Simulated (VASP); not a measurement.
# Pt (Fm-3m) in VASP: a series of runs

Pt is run at these levels: PBE; tasks: single point, relaxation of cell and atoms.

Program: VASP 6.6.1. These are calculated values, not measurements. Logs are shortened: lines on timing, memory, paths and dates and some standing lists are left out, and cuts for length are marked.

## 1. The cell of the first run

The structure is cubic, space group Fm-3m (No. 225). Conventional cell: a = 3.970 Å, b = 3.970 Å, c = 3.970 Å, α = 90.00°, β = 90.00°, γ = 90.00°. Pt (site symmetry m-3m) has 12 Pt at 2.81 Å within 3.7 Å.

## 2. Single point, PBE

INCAR

```
SYSTEM = Pt
PREC = Accurate ; ENCUT = 500
EDIFF = 1E-6 ; ISMEAR = -1
SIGMA = 0.1 ; LREAL = .FALSE.
LASPH = .TRUE. ; NELM = 120
ALGO = Normal ; ISIF = 2
LWAVE = .FALSE. ; LCHARG = .FALSE.
GGA = PE ; NBANDS = 11
GGA_COMPAT = .FALSE.
```

KPOINTS

```
Automatic mesh
0
G
  9 9 9
  0 0 0
```

POSCAR

```
Pt
1.0
    0.0000000000      1.9849354684      1.9849354684
    1.9849354684      0.0000000000      1.9849354684
    1.9849354684      1.9849354684      0.0000000000
Pt
1
Direct
    0.0000000000      0.0000000000      0.0000000000
```

Potentials or basis: VASP PAW PBE potentials, release 64 (Pt).

The run is started by

```sh
cat potpaw_PBE.64/Pt/POTCAR > POTCAR
mpirun -np 1 vasp_std > vasp.out
```

OUTCAR:

```text
SYSTEM = Pt
   PREC = Accurate
   ENCUT = 500
   EDIFF = 1E-6
   ISMEAR = -1
   LREAL = .FALSE.
   LASPH = .TRUE.
   NELM = 120
   ISIF = 2
   GGA = PE

 ion  position               nearest neighbor table
   1  0.000  0.000  0.000-

  LATTYP: Found a face centered cubic cell.
 ALAT       =     3.9698709368

  Lattice vectors:

 A1 = (   0.0000000000,   1.9849354684,   1.9849354684)
 A2 = (   1.9849354684,   0.0000000000,   1.9849354684)
 A3 = (   1.9849354684,   1.9849354684,   0.0000000000)

Analysis of symmetry for initial positions (statically):
=====================================================================
 Subroutine PRICEL returns:
 Original cell was already a primitive cell.

 Routine SETGRP: Setting up the symmetry group for a
 face centered cubic supercell.

 Subroutine GETGRP returns: Found 48 space group operations
 (whereof 48 operations were pure point group operations)
 out of a pool of 48 trial point group operations.

The static configuration has the point symmetry O_h .

Analysis of symmetry for dynamics (positions and initial velocities):
=====================================================================
 Subroutine PRICEL returns:
 Original cell was already a primitive cell.

 Routine SETGRP: Setting up the symmetry group for a
 face centered cubic supercell.

 Subroutine GETGRP returns: Found 48 space group operations
 (whereof 48 operations were pure point group operations)
 out of a pool of 48 trial point group operations.

The dynamic configuration has the point symmetry O_h .

 Subroutine INISYM returns: Found 48 space group operations
 (whereof 48 operations are pure point group operations),
 and found     1 'primitive' translations

----------------------------------------------------------------------------------------

                                     Primitive cell

  volume of cell :      15.6412

  direct lattice vectors                    reciprocal lattice vectors
     0.000000000  1.984935468  1.984935468    -0.251897358  0.251897358  0.251897358
     1.984935468  0.000000000  1.984935468     0.251897358 -0.251897358  0.251897358
     1.984935468  1.984935468  0.000000000     0.251897358  0.251897358 -0.251897358

  length of vectors
     2.807122660  2.807122660  2.807122660     0.436299022  0.436299022  0.436299022

  position of ions in fractional coordinates (direct lattice)
     0.000000000  0.000000000  0.000000000

  ion indices of the primitive-cell ions
[... 79 lines left out ...]
   NFREE  =      0    steps in history (QN), initial steepest desc. (CG)
   ISIF   =      2    stress and relaxation
   ISYM   =      2    0-nonsym 1-usesym 2-fastsym
   POTIM  = 0.5000    time-step for ionic-motion
   TEBEG  =    0.0;   TEEND  =   0.0 temperature during run
   PSTRESS=    0.0 pullay stress
   NELECT =      10.0000    total number of electrons
   NUPDOWN=      -1.0000    fix difference up-down
   EMIN   =  10.00;   EMAX   =-10.00  energy-range for DOS
   EFERMI =   0.00;   METHOD = LEGACY
   ISMEAR =    -1;   SIGMA  =   0.10  broadening in eV -4-tet -1-fermi 0-gaus
   EFERMI_NEDOS =   21; number of points for ismear=-14 and -15
   IALGO  =     38    algorithm
   IMIX   =      4    mixing-type and parameters
     AMIX     =   0.40;   BMIX     =  1.00
     AMIX_MAG =   1.60;   BMIX_MAG =  1.00
  volume/ion in A,a.u.               =      15.64       105.55
  Fermi-wavevector in a.u.,A,eV,Ry     =   1.410323  2.665123 27.062119  1.989010
  Thomas-Fermi vector in A             =   2.532288
   LORBIT       =      0    0 simple, 1 ext, 2 COOP (PROOUT), +10 PAW based schemes
   GGA     = PE    functional components
   LHFCALC =     F    Hartree Fock is set to
   AEXX    =    0.0000 exact exchange contribution
   IVDW    =     0    specifies the selected vdW correction
   LEPSILON=     F    determine dielectric tensor
   LRPA    =     F    only Hartree local field effects (RPA)
 non-spin polarized calculation
  energy-cutoff  :      500.00
  volume of cell :       15.64
 maximum number of plane-waves:       411
   NGX = 11   NGY = 11   NGZ = 11

 number of electron      10.0000002 magnetization

 Free energy of the ion-electron system (eV)
  ---------------------------------------------------
  ext. energy  EPLUGINS =         0.00000000
  ---------------------------------------------------
  free energy    TOTEN  =        -6.15218647 eV

  energy without entropy =       -6.10188852  energy(sigma->0) =       -6.12703749

 E-fermi :  10.6046     XC(G=0): -13.2714

 val. band max:       10.5937462950   @ k =   0.4444   0.1111   0.0000
 cond. band min:      10.6503314836   @ k =  -0.4444   0.3333   0.0000
 fundamental gap:      0.0565851886
 Fermi energy:        10.6045866030

 k-point     1 :       0.0000    0.0000    0.0000
  band No.  band energies     occupation
      1       0.7649      2.00000
      2       7.0103      2.00000
      3       7.0103      2.00000
      4       7.0103      2.00000
      5       9.0404      2.00000
      6       9.0404      2.00000
      7      25.3109      0.00000
      8      30.0729      0.00000
      9      30.0729      0.00000
     10      30.0729      0.00000
     11      35.2839      0.00000
[... 309 lines left out ...]
 k-point    24 :       0.4444    0.4444    0.0000
  band No.  band energies     occupation
      1       3.9547      2.00000
      2       4.3983      2.00000
      3      10.5264      1.37210
      4      10.8326      0.18561
      5      10.8326      0.18561
      6      11.6132      0.00008
      7      20.1398      0.00000
      8      22.2331      0.00000
      9      22.2331      0.00000
     10      30.0981      0.00000
     11      33.1667      0.00000

 [... further k-points ...]

------------------------ aborting loop because EDIFF is reached ----------------------------------------

  FORCE on cell =-STRESS in cart. coord.  units (eV):
  Direction    XX          YY          ZZ          XY          YZ          ZX
  --------------------------------------------------------------------------------------
  -------------------------------------------------------------------------------------
  Total       -0.0426699     -0.0426699     -0.0426699     -0.0000000     -0.0000000      0.0000000
  in kB       -4.3708255     -4.3708255     -4.3708255     -0.0000000     -0.0000000      0.0000000
  external PRESSURE =      -4.3708255 kB  Pullay stress =       0.0000000 kB

 VOLUME and BASIS-vectors are now :
 -----------------------------------------------------------------------------
  energy-cutoff  :      500.00
  volume of cell :       15.64
      direct lattice vectors                 reciprocal lattice vectors
     0.000000000  1.984935468  1.984935468    -0.251897358  0.251897358  0.251897358
     1.984935468  0.000000000  1.984935468     0.251897358 -0.251897358  0.251897358
     1.984935468  1.984935468  0.000000000     0.251897358  0.251897358 -0.251897358

 POSITION                                       TOTAL-FORCE (eV/Angst)
 -----------------------------------------------------------------------------------
      0.00000      0.00000      0.00000         0.000000      0.000000      0.000000
 -----------------------------------------------------------------------------------
    total drift:                                0.000000      0.000000      0.000000

  FREE ENERGIE OF THE ION-ELECTRON SYSTEM (eV)
  ---------------------------------------------------
  free  energy   TOTEN  =        -6.1521864686 eV

  energy  without entropy=       -6.1018885194  energy(sigma->0) =       -6.12703749
```

OSZICAR:

```text
N       E                     dE             d eps       ncg     rms          rms(c)
DAV:   1     0.391824730938E+02    0.39182E+02   -0.52556E+03   794   0.816E+02
DAV:   2    -0.598728288098E+01   -0.45170E+02   -0.43602E+02   903   0.174E+02
DAV:   3    -0.652194471424E+01   -0.53466E+00   -0.53267E+00   893   0.185E+01
DAV:   4    -0.652420794416E+01   -0.22632E-02   -0.22631E-02   893   0.140E+00
DAV:   5    -0.652422737694E+01   -0.19433E-04   -0.19431E-04   887   0.120E-01    0.116E+01
DAV:   6    -0.619019468994E+01    0.33403E+00   -0.80243E-01   848   0.703E+00    0.614E+00
DAV:   7    -0.615527438530E+01    0.34920E-01   -0.13229E-01   887   0.281E+00    0.242E+00
DAV:   8    -0.615232845489E+01    0.29459E-02   -0.42221E-03   854   0.553E-01    0.505E-01
DAV:   9    -0.615218382490E+01    0.14463E-03   -0.62020E-05   878   0.710E-02    0.499E-02
DAV:  10    -0.615218657709E+01   -0.27522E-05   -0.26291E-06   919   0.136E-02    0.351E-03
DAV:  11    -0.615218646860E+01    0.10849E-06   -0.42460E-08   496   0.182E-03
   1 F= -.61521865E+01 E0= -.61270375E+01  d E =-.502979E-01
```

stdout:

```text
POSCAR found type information on POSCAR Pt
 POSCAR found :  1 types and       1 ions
 scaLAPACK will be used
 LDA part: xc-table for (Slater+PW92), standard interpolation
 POSCAR, INCAR and KPOINTS ok, starting setup
 FFT: planning ... GRIDC
 FFT: planning ... GRID_SOFT
 FFT: planning ... GRID
 WAVECAR not read
 entering main loop
```

Run time: 3.7 s. Hardware: 1 thread of Intel Xeon Platinum 8488C (Sapphire Rapids), shared host; peak memory 0.12 GiB.

Results:

| Item | Value |
| --- | --- |
| Free energy | -6.1522 eV |
| Pressure | -0.4 GPa |
| Band gap on the k mesh | zero (bands 5 and 6 overlap by 1.95 eV) |

Levels at points of the mesh, in eV from the Fermi level:
```tsv
k point	band 2	band 3	band 4	band 5	band 6	band 7	band 8	band 9
(0.00, 0.00, 0.00)	-3.59	-3.59	-3.59	-1.56	-1.56	14.71	19.47	19.47
```

Caveat: spin-orbit coupling is left out, which moves the levels of the heavy elements.

(Part 1 of 2 ends here.)
